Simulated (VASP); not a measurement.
# H20CO12 in VASP: notebook

Runs on H20CO12. Level: r2SCAN+D3(BJ). Tasks: single point.

All numbers are computed with VASP 6.6.1; they aren't measurements. Logs are shortened: lines on timing, memory, paths and dates and some standing lists are left out, and cuts for length are marked.

**1. The cell of the first run**

The cell holds a disordered packing, 33 atoms: a = 7.153 Å, b = 7.153 Å, c = 7.153 Å, α = 90.00°, β = 90.00°, γ = 90.00°.

**2. Single point, r2SCAN+D3(BJ)**

Input file POSCAR:

```
H20CO12
1.0
    7.1530900000      0.0000000000      0.0000000000
    0.0000000000      7.1530900000      0.0000000000
    0.0000000000      0.0000000000      7.1530900000
O H C
12 20 1
Direct
    0.6525990865      0.8237558873      0.7416794700
    0.6328733456      0.4272698932      0.3646815572
    0.3206586245      0.6725764670      0.3491498080
    0.3647234971      0.6277706558      0.9356935255
    0.2593145060      0.9616543340      0.5721443460
    0.4583194116      0.3172195513      0.6961047603
    0.7740431058      0.9938781701      0.2074208489
    0.0459102290      0.2751398347      0.2395188653
    0.4815261656      0.1975370085      1.0500636788
    0.8571260812      0.0895417225      0.5665803170
    0.9431308707      0.6580233158      0.9804573967
    1.0050761279      0.5460996576      0.6734012853
    0.7377091579      0.9312758542      0.7240786849
    0.5587934725      0.8526524900      0.6494256328
    0.5886267333      0.5577030346      0.3675614315
    0.5678804545      0.3612844239      0.2554001138
    0.3042601170      0.7771885996      0.4367063744
    0.2415739212      0.5721303660      0.3951299369
    0.4602486478      0.7076801774      0.8841773276
    0.3591734481      0.6610569698      1.0622681946
    0.3163388130      1.0790861013      0.5871448563
    0.1375209874      0.9815897745      0.6075835758
    0.3918446434      0.4259697557      0.7383242766
    0.5288204119      0.3607811449      0.5850898004
    0.8758312841      1.0834618326      0.1956497122
    0.8257130834      0.8742096073      0.1692275646
   -0.0450155108      0.3690572885      0.1954959325
    0.1561842504      0.2905178042      0.1605879417
    0.4812745261      0.2416018811      0.9216855932
    0.5533273033      0.0757015500      1.0601012989
    0.8795779167      0.2194715850      0.5463093572
    0.8133268280      0.0395493416      0.4462127556
    0.9769903636      0.6067028375      0.8289843970
```

Input file INCAR.step1:

```
SYSTEM = H20CO12
PREC = Accurate ; ENCUT = 910
ISMEAR = -1 ; SIGMA = 0.05
LREAL = Auto ; LASPH = .True.
NELM = 120 ; NBANDS = 70
GGA = PE ; ALGO = Normal
EDIFF = 1E-5 ; LWAVE = .True.
LCHARG = .False. ; GGA_COMPAT = .False.
```

Input file INCAR.step2:

```
SYSTEM = H20CO12
PREC = Accurate ; ENCUT = 910
EDIFF = 1E-6 ; ISMEAR = -1
SIGMA = 0.05 ; LREAL = Auto
LASPH = .True. ; NELM = 120
ALGO = Normal ; ISIF = 2
LWAVE = .False. ; LCHARG = .False.
METAGGA = R2SCAN ; LMIXTAU = .True.
IVDW = 12 ; VDW_S6 = 1.0
VDW_S8 = 0.78981345 ; VDW_A1 = 0.49484001
VDW_A2 = 5.73083694 ; NBANDS = 70
ISTART = 1 ; GGA_COMPAT = .False.
```

Input file KPOINTS:

```
regular mesh
0
Gamma
  1 1 1
  0 0 0
```

Potentials or basis: VASP PAW PBE potentials, release 64 (O_h, H_h, C_h).

The run is started by

```
cat potpaw_PBE.64/O_h/POTCAR potpaw_PBE.64/H_h/POTCAR potpaw_PBE.64/C_h/POTCAR > POTCAR
cp INCAR.step1 INCAR
mpirun -np 1 vasp_gam > vasp.out
cp INCAR.step2 INCAR
mpirun -np 1 vasp_gam > vasp.out
```

OUTCAR:

```text
SYSTEM = H20CO12
   PREC = Accurate
   ENCUT = 910
   EDIFF = 1E-6
   ISMEAR = -1
   LREAL = Auto
   LASPH = .True.
   NELM = 120
   ISIF = 2
   METAGGA = R2SCAN
   IVDW = 12
   ISTART = 1
 IVDW          = 12

 ion  position               nearest neighbor table
   1  0.653  0.824  0.742-  14 0.96  13 0.99
   2  0.633  0.427  0.365-  15 0.99  16 1.02
   3  0.321  0.673  0.349-  18 0.97  17 0.98
   4  0.365  0.628  0.936-  20 0.94  19 0.96
   5  0.259  0.962  0.572-  22 0.92  21 0.94
   6  0.458  0.317  0.696-  23 0.96  24 0.99
   7  0.774  0.994  0.207-  26 0.97  25 0.97
   8  0.046  0.275  0.240-  28 0.98  27 0.99
   9  0.482  0.198  0.050-  29 0.97  30 1.01
  10  0.857  0.090  0.567-  31 0.95  32 0.98
  11  0.943  0.658  0.980-  33 1.17
  12  0.005  0.546  0.673-  33 1.21
  13  0.738  0.931  0.724-   1 0.99
  14  0.559  0.853  0.649-   1 0.96
  15  0.589  0.558  0.368-   2 0.99
  16  0.568  0.361  0.255-   2 1.02
[... 14 lines left out ...]
  31  0.880  0.219  0.546-  10 0.95
  32  0.813  0.040  0.446-  10 0.98
  33  0.977  0.607  0.829-  11 1.17  12 1.21

  LATTYP: Found a simple cubic cell.
 ALAT       =     7.1530900000

  Lattice vectors:

 A1 = (   7.1530900000,   0.0000000000,   0.0000000000)
 A2 = (   0.0000000000,   7.1530900000,   0.0000000000)
 A3 = (   0.0000000000,   0.0000000000,   7.1530900000)

Analysis of symmetry for initial positions (statically):
=====================================================================
 Subroutine PRICEL returns:
 Original cell was already a primitive cell.

 Routine SETGRP: Setting up the symmetry group for a
 simple cubic supercell.

 Subroutine GETGRP returns: Found  1 space group operations
 (whereof  1 operations were pure point group operations)
 out of a pool of 48 trial point group operations.

The static configuration has the point symmetry C_1 .

Analysis of symmetry for dynamics (positions and initial velocities):
=====================================================================
 Subroutine PRICEL returns:
 Original cell was already a primitive cell.

 Routine SETGRP: Setting up the symmetry group for a
 simple cubic supercell.

 Subroutine GETGRP returns: Found  1 space group operations
 (whereof  1 operations were pure point group operations)
 out of a pool of 48 trial point group operations.

The dynamic configuration has the point symmetry C_1 .

 Subroutine INISYM returns: Found  1 space group operations
 (whereof  1 operations are pure point group operations),
 and found     1 'primitive' translations

----------------------------------------------------------------------------------------

                                     Primitive cell

  volume of cell :     366.0000

  direct lattice vectors                    reciprocal lattice vectors
     7.153090000  0.000000000  0.000000000     0.139799723  0.000000000  0.000000000
     0.000000000  7.153090000  0.000000000     0.000000000  0.139799723  0.000000000
     0.000000000  0.000000000  7.153090000     0.000000000  0.000000000  0.139799723

  length of vectors
     7.153090000  7.153090000  7.153090000     0.139799723  0.139799723  0.139799723

  position of ions in fractional coordinates (direct lattice)
     0.652599086  0.823755887  0.741679470
     0.632873346  0.427269893  0.364681557
     0.320658624  0.672576467  0.349149808
     0.364723497  0.627770656  0.935693525
     0.259314506  0.961654334  0.572144346
     0.458319412  0.317219551  0.696104760
[... 25 lines left out ...]
     0.813326828  0.039549342  0.446212756
     0.976990364  0.606702838  0.828984397

  ion indices of the primitive-cell ions
   primitive index   ion index
                 1           1
                 2           2
                 3           3
                 4           4
                 5           5
                 6           6
[... 25 lines left out ...]
                32          32
                33          33

----------------------------------------------------------------------------------------

 KPOINTS: regular mesh

Automatic generation of k-mesh.
 Grid dimensions read from file:
 generate k-points for:    1    1    1

 Generating k-lattice:

  Cartesian coordinates                     Fractional coordinates (reciprocal lattice)
     0.139799723  0.000000000  0.000000000     1.000000000  0.000000000  0.000000000
     0.000000000  0.139799723  0.000000000     0.000000000  1.000000000  0.000000000
     0.000000000  0.000000000  0.139799723     0.000000000  0.000000000  1.000000000

  Length of vectors
     0.139799723  0.139799723  0.139799723

  Shift w.r.t. Gamma in fractional coordinates (k-lattice)
     0.000000000  0.000000000  0.000000000

 Subroutine IBZKPT returns following result:
 ===========================================

 Found      1 irreducible k-points:

 Following reciprocal coordinates:
            Coordinates               Weight
  0.000000  0.000000  0.000000      1.000000
   k-points           NKPTS =      1   k-points in BZ     NKDIM =      1   number of bands    NBANDS=     70
   number of dos      NEDOS =    301   number of ions     NIONS =     33
   total plane-waves  NPLWV = 343000
   dimension x,y,z NGX =    70 NGY =   70 NGZ =   70
   dimension x,y,z NGXF=   140 NGYF=  140 NGZF=  140
   ions per type =              12  20   1
   NGX,Y,Z   is equivalent  to a cutoff of  16.27, 16.27, 16.27 a.u.
   NGXF,Y,Z  is equivalent  to a cutoff of  32.54, 32.54, 32.54 a.u.
 SYSTEM =  H20CO12
   PREC   = accura    normal or accurate (medium, high low for compatibility)
   ISTART =      1    job   : 0-new  1-cont  2-samecut
   ICHARG =      0    charge: 1-file 2-atom 10-const
   ISPIN  =      1    spin polarized calculation?
   LNONCOLLINEAR =      F non collinear calculations
   LSORBIT =      F    spin-orbit coupling
   LASPH  =      T    aspherical Exc in radial PAW
   ENCUT  =  910.0 eV  66.88 Ry    8.18 a.u.  17.59 17.59 17.59*2*pi/ulx,y,z
   NELM   =    120;   NELMIN=  2; NELMDL=  0     # of ELM steps
   EDIFF  = 0.1E-05   stopping-criterion for ELM
   LREAL  =      T    real-space projection
   EDIFFG = 0.1E-04   stopping-criterion for IOM
   NSW    =      0    number of steps for IOM
   IBRION =     -1    ionic relax: 0-MD 1-quasi-New 2-CG
   NFREE  =      0    steps in history (QN), initial steepest desc. (CG)
   ISIF   =      2    stress and relaxation
   ISYM   =      2    0-nonsym 1-usesym 2-fastsym
   POTIM  = 0.5000    time-step for ionic-motion
   TEBEG  =    0.0;   TEEND  =   0.0 temperature during run
   PSTRESS=    0.0 pullay stress
   NELECT =      96.0000    total number of electrons
   NUPDOWN=      -1.0000    fix difference up-down
   EMIN   =  10.00;   EMAX   =-10.00  energy-range for DOS
   EFERMI =   0.00;   METHOD = LEGACY
   ISMEAR =    -1;   SIGMA  =   0.05  broadening in eV -4-tet -1-fermi 0-gaus
   EFERMI_NEDOS =   21; number of points for ismear=-14 and -15
   IALGO  =     38    algorithm
   IMIX   =      4    mixing-type and parameters
     AMIX     =   0.40;   BMIX     =  1.00
     AMIX_MAG =   1.60;   BMIX_MAG =  1.00
  volume/ion in A,a.u.               =      11.09        74.85
  Fermi-wavevector in a.u.,A,eV,Ry     =   1.047944  1.980328 14.941746  1.098187
  Thomas-Fermi vector in A             =   2.182846
   LORBIT       =      0    0 simple, 1 ext, 2 COOP (PROOUT), +10 PAW based schemes
   METAGGA = R2SCAN    functional components
   LHFCALC =     F    Hartree Fock is set to
   AEXX    =    0.0000 exact exchange contribution
   IVDW    =    12    specifies the selected vdW correction
   LEPSILON=     F    determine dielectric tensor
   LRPA    =     F    only Hartree local field effects (RPA)
 non-spin polarized calculation
  energy-cutoff  :      910.00
  volume of cell :      366.00
 maximum number of plane-waves:     11444
 NGX is ok and might be reduce to    70
   NGX = 35   NGY = 35   NGZ = 35

 number of electron      96.0000000 magnetization

 Free energy of the ion-electron system (eV)
  ---------------------------------------------------
  ext. energy  EPLUGINS =         0.00000000
  ---------------------------------------------------
  free energy    TOTEN  =      -183.92009631 eV

  energy without entropy =     -183.92009631  energy(sigma->0) =     -183.92009631

 E-fermi :  -2.3611     XC(G=0):  -6.9821

 val. band max:       -3.6743531870   @ k =   0.0000   0.0000   0.0000
 cond. band min:       1.3669464165   @ k =   0.0000   0.0000   0.0000
 fundamental gap:      5.0412996035
 Fermi energy:        -2.3610754500

 k-point     1 :       0.0000    0.0000    0.0000
  band No.  band energies     occupation
      1     -27.1764      2.00000
      2     -25.7858      2.00000
      3     -24.0026      2.00000
      4     -23.8968      2.00000
      5     -23.5566      2.00000
      6     -23.3926      2.00000
[... 52 lines left out ...]
     59       6.2617      0.00000
     60       6.4697      0.00000
 [bands above 60 left out]

------------------------ aborting loop because EDIFF is reached ----------------------------------------

 Edisp (eV)   -0.56014

 E8    (eV) :    -0.0836

  FORCE on cell =-STRESS in cart. coord.  units (eV):
  Direction    XX          YY          ZZ          XY          YZ          ZX
  --------------------------------------------------------------------------------------
  -------------------------------------------------------------------------------------
  Total      -1.91341    -4.85576    -6.96979     0.49200    -3.21742    -0.66397
  in kB      -8.37604   -21.25625   -30.51051     2.15376   -14.08435    -2.90654
  external pressure =      -20.05 kB  Pullay stress =        0.00 kB

 VOLUME and BASIS-vectors are now :
 -----------------------------------------------------------------------------
  energy-cutoff  :      910.00
  volume of cell :      366.00
      direct lattice vectors                 reciprocal lattice vectors
     7.153090000  0.000000000  0.000000000     0.139799723  0.000000000  0.000000000
     0.000000000  7.153090000  0.000000000     0.000000000  0.139799723  0.000000000
     0.000000000  0.000000000  7.153090000     0.000000000  0.000000000  0.139799723

 POSITION                                       TOTAL-FORCE (eV/Angst)
 -----------------------------------------------------------------------------------
      4.66810      5.89240      5.30530         0.274537      0.479330     -0.122131
      4.52700      3.05630      2.60860        -0.502685     -0.330310     -1.115842
      2.29370      4.81100      2.49750        -0.020096     -0.385071      0.034232
      2.60890      4.49050      6.69310        -0.117699     -0.449432     -1.518876
      1.85490      6.87880      4.09260         2.053063     -1.493729     -0.601364
      3.27840      2.26910      4.97930         0.096059     -0.068097     -0.890913
[... 25 lines left out ...]
      5.81780      0.28290      3.19180         0.147109      0.250704      0.195532
      6.98850      4.33980      5.92980         0.249220     -1.358767     -2.910706
 -----------------------------------------------------------------------------------
    total drift:                               -0.002199      0.002510      0.006061

  FREE ENERGIE OF THE ION-ELECTRON SYSTEM (eV)
  ---------------------------------------------------
  free  energy   TOTEN  =      -184.4802315744 eV

  energy  without entropy=     -184.4802315744  energy(sigma->0) =     -184.48023157
```

Run time: 8.3 min. Hardware: 1 thread of Intel Xeon Platinum 8488C (Sapphire Rapids), shared host; peak memory 0.77 GiB.

What came out:

```yaml
Free_energy: -184.4802 eV
Pressure: -2.0 GPa
Largest_force: 4.419 eV/Å
Band_gap_on_the_k_mesh: 5.04 eV
Dispersion_energy_per_atom: -0.017 eV
```

Forces in eV/Å, atoms in the order of the input:
```
O    0.275  0.479 -0.122
O   -0.503 -0.330 -1.116
O   -0.020 -0.385  0.034
O   -0.118 -0.449 -1.519
O    2.053 -1.494 -0.601
O    0.096 -0.068 -0.891
O   -0.033 -0.718 -0.016
O   -0.418  0.783 -0.701
O    0.544 -1.374  1.080
O    0.026 -0.720  0.297
O    0.360 -0.361 -1.115
O   -0.569  1.654  4.058
H   -0.323 -0.358  0.090
H   -0.235 -0.079 -0.002
H   -0.149 -0.987 -0.354
H    0.691  0.959  1.191
H   -0.268  0.015 -0.233
H    0.241  0.355 -0.088
H    0.286  0.156 -0.110
H   -0.258  0.309  1.731
H    0.881  1.479  0.212
H   -2.865  0.346  0.541
H   -0.194  0.351  0.313
H   -0.079 -0.315  0.218
H    0.305  0.067 -0.183
H   -0.055  0.377  0.042
H    0.702 -0.477  0.416
H   -0.260 -0.212  0.217
H    0.383 -0.316 -0.219
H   -0.874  1.965 -0.297
H   -0.020  0.457 -0.158
H    0.147  0.251  0.196
C    0.249 -1.359 -2.911
```

Stress tensor (GPa, compression positive):
```
-0.84  0.22 -0.29
 0.22 -2.13 -1.41
-0.29 -1.41 -3.05
```

Caveat: the k points lie up to 0.88 Å⁻¹ apart; the cutoff is under 1.25 times the usual one of these potentials, so pressure, stress and relaxed cells hold a basis-set (Pulay) error; the atoms stand as in a frame of molecular dynamics; the PAW data sets were made with another functional, which shifts forces and pressure a little.

**3. Single point, r2SCAN+D3(BJ)**

Input file POSCAR:

```
H20CO12
1.0
    7.1530900000      0.0000000000      0.0000000000
    0.0000000000      7.1530900000      0.0000000000
    0.0000000000      0.0000000000      7.1530900000
O H C
12 20 1
Direct
    0.6478458960      0.8277261994      0.7429516475
    0.6329572255      0.4235372405      0.3612145241
    0.3211898634      0.6693470934      0.3567828729
    0.3700918065      0.6300354113      0.9361269046
    0.2577487491      0.9661978250      0.5667480767
    0.4572988736      0.3158774739      0.6913096298
    0.7847098247      0.9854202869      0.2108878820
    0.0408075391      0.2711695225      0.2309631222
    0.4802959281      0.1959013517      1.0641135509
    0.8576852801      0.0919462778      0.5622325457
    0.9426555517      0.6572404373      0.9748094879
    0.9955977067      0.5593526714      0.6782663157
    0.7196889736      0.9478700813      0.7265531400
    0.5617991665      0.8291940965      0.6377104161
    0.5947779212      0.5501538496      0.3465914731
    0.5805602893      0.3674216318      0.2467604909
    0.2934535984      0.7926504490      0.4134996204
    0.2457818929      0.5832863839      0.4194830486
    0.4414595650      0.7211568707      0.8755936246
    0.3664150738      0.6685502349      1.0660427871
    0.3146612163      1.0828467138      0.5831046443
    0.1278188867      0.9872936032      0.5904301498
    0.3991981088      0.4207552261      0.7501653132
    0.5597860505      0.3663311939      0.6141821227
    0.8856592046      1.0651900088      0.1776295279
    0.8373863603      0.8585520383      0.1882962468
   -0.0469307670      0.3606413452      0.1758820314
    0.1614826599      0.2777820494      0.1570649887
    0.4786323114      0.2317739606      0.9298918370
    0.5784213536      0.0977200063      1.0634704722
    0.8528202497      0.2219460401      0.5478611341
    0.7904416133      0.0511387386      0.4513434054
    0.9846513884      0.6005935896      0.8318363113
```

Input file INCAR.step1:

```
PREC = Accurate
ENCUT = 910
ISMEAR = -1
SIGMA = 0.05
LREAL = Auto
LASPH = T
NELM = 120
NBANDS = 70
GGA = PE
ALGO = Normal
EDIFF = 1E-5
LWAVE = T
LCHARG = F
GGA_COMPAT = F
```

Input file INCAR.step2:

```
PREC = Accurate
ENCUT = 910
EDIFF = 1E-6
ISMEAR = -1
SIGMA = 0.05
LREAL = Auto
LASPH = T
NELM = 120
ALGO = Normal
ISIF = 2
LWAVE = F
LCHARG = T
METAGGA = R2SCAN
LMIXTAU = T
IVDW = 12
VDW_S6 = 1.0
VDW_S8 = 0.78981345
VDW_A1 = 0.49484001
VDW_A2 = 5.73083694
LELF = T
LVHAR = T
NBANDS = 70
ISTART = 1
GGA_COMPAT = F
```

Input file KPOINTS:

```
Automatic mesh
0
Gamma
  1 1 1
```

Potentials or basis: VASP PAW PBE potentials, release 64 (O_h, H_h, C_h).

The run is started by

```
cat potpaw_PBE.64/O_h/POTCAR potpaw_PBE.64/H_h/POTCAR potpaw_PBE.64/C_h/POTCAR > POTCAR
cp INCAR.step1 INCAR
mpirun -np 1 vasp_gam > vasp.out
cp INCAR.step2 INCAR
mpirun -np 1 vasp_gam > vasp.out
```

Wall time 7.3 min (1 thread of Intel Xeon Platinum 8124M at 3.00GHz (Skylake/Cascade Lake), shared host); peak memory 0.79 GiB.

It converged, with:

```yaml
Free_energy: -184.2913 eV
Pressure: 0.2 GPa
Largest_force: 2.706 eV/Å
Band_gap_on_the_k_mesh: 5.23 eV
Dispersion_energy_per_atom: -0.017 eV
```

Forces on the atoms (eV/Å):
```
O    0.289  1.050 -0.368
O    0.545 -0.666 -0.715
O    1.031  1.544 -0.975
O   -1.208 -1.269  0.880
O   -0.276 -1.519 -0.079
O    0.618 -0.508 -0.395
O   -0.469 -2.374 -0.302
O    1.172  0.340 -1.400
O    0.852 -0.471 -0.945
O   -0.168 -1.209  0.720
O    0.077  0.338  2.683
O    1.040 -1.206 -2.186
H   -0.687 -1.179 -0.078
H    0.208  0.085  0.242
H   -0.405  0.739  0.242
H    0.024 -0.329  0.413
H    0.044 -0.434 -0.060
H   -0.937 -1.120  0.750
H    1.213  1.349 -0.777
H   -0.191 -0.222  0.036
H    0.875  1.701  0.233
H   -0.685  0.209 -0.112
H   -0.167  0.735  0.347
H   -0.822 -0.263  0.027
H    1.076  0.968  0.004
H   -0.687  1.223  0.153
H    0.690 -0.203  0.319
H   -1.667 -0.013  0.983
H   -0.038 -0.034  0.703
H   -0.810  0.556  0.483
H    0.205  1.670 -0.067
H    0.294 -0.342 -0.340
C   -1.033  0.856 -0.420
```

Stress tensor (GPa, compression positive):
```
-1.51  1.01 -0.77
 1.01  0.99  0.08
-0.77  0.08  1.10
```

Levels at points of the mesh, in eV from the valence-band top:
```
           k point  band 46  band 47  band 48  band 49  band 50  band 51
(0.00, 0.00, 0.00)    -0.14    -0.02     0.00     5.23     6.99     7.60
```

Caveat: the k points lie up to 0.88 Å⁻¹ apart; the cutoff is under 1.25 times the usual one of these potentials, so pressure, stress and relaxed cells hold a basis-set (Pulay) error; the atoms stand as in a frame of molecular dynamics; the PAW data sets were made with another functional, which shifts forces and pressure a little.

[end of part 1 of 2]
